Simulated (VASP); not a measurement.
Input of a VASP 6.6.1 run:

The input INCAR:

```
SYSTEM = GaP
  PREC = Accurate
  ENCUT = 520
  EDIFF = 1E-6
  ISMEAR = 0
  SIGMA = 0.05
  LREAL = .False.
  LASPH = .True.
  NELM = 100
  ALGO = Normal
  ISIF = 2
  LWAVE = .False.
  LCHARG = .False.
  LDIPOL = .True.
  IDIPOL = 3
  DIPOL = 0.5 0.5 0.499
  GGA = PS
  NBANDS = 66
```

File KPOINTS:

```
Automatic mesh
0
Gamma
  4 7 1
  0 0 0
```

File POSCAR:

```
GaP
1.0
    7.6911300136      0.0000000000      0.0000000000
    0.0000000000      3.8455650068      0.0000000000
    0.0000000000      0.0000000000     21.7980627345
P Ga
6 6
Direct
    0.5000000000      0.5000000000      0.3440672729
    0.0000000000      0.5000000000      0.3440672729
    0.7500594627      0.0051316839      0.4871046291
    0.2500561340     -0.0010080942      0.4669407625
    0.0354757863      0.4928197172      0.6066503456
    0.4646253093      0.4927889273      0.6066555657
    0.2500000000      0.5000000000      0.4064403638
    0.7500000000      0.5000000000      0.4064403638
    0.4685646373     -0.0067553816      0.5384909161
    0.0315543852     -0.0067172140      0.5384900283
    0.7500508310      0.4961694086      0.5727361920
    0.2500081464      0.9576118948      0.6669599557
```

Potentials or basis: VASP PAW PBE potentials, release 64 (P, Ga_d).

Launch:

```sh
$ cat potpaw_PBE.64/P/POTCAR potpaw_PBE.64/Ga_d/POTCAR > POTCAR
$ mpirun -np 1 vasp_std > vasp.out
```

Q: Predict the band gap on the k mesh.

A: Zero (band 54 reaches -0.50 eV, above the bottom of band 55 at -1.99 eV).

Q: Estimate the largest force.

A: 0.622 eV/Å.

Forces in eV/Å, atoms in the order of the input:
```
P    0.176  0.002  0.475
P   -0.175  0.002  0.475
P    0.000 -0.005  0.003
P    0.000  0.002  0.006
P   -0.001  0.003  0.002
P    0.001  0.003  0.002
Ga   0.000 -0.021 -0.622
Ga   0.000  0.003 -0.338
Ga  -0.013 -0.001 -0.006
Ga   0.013 -0.002 -0.007
Ga  -0.001  0.012  0.015
Ga   0.000  0.002 -0.005
```

Caveat: the PAW data sets were made with another functional, which shifts forces and pressure a little.
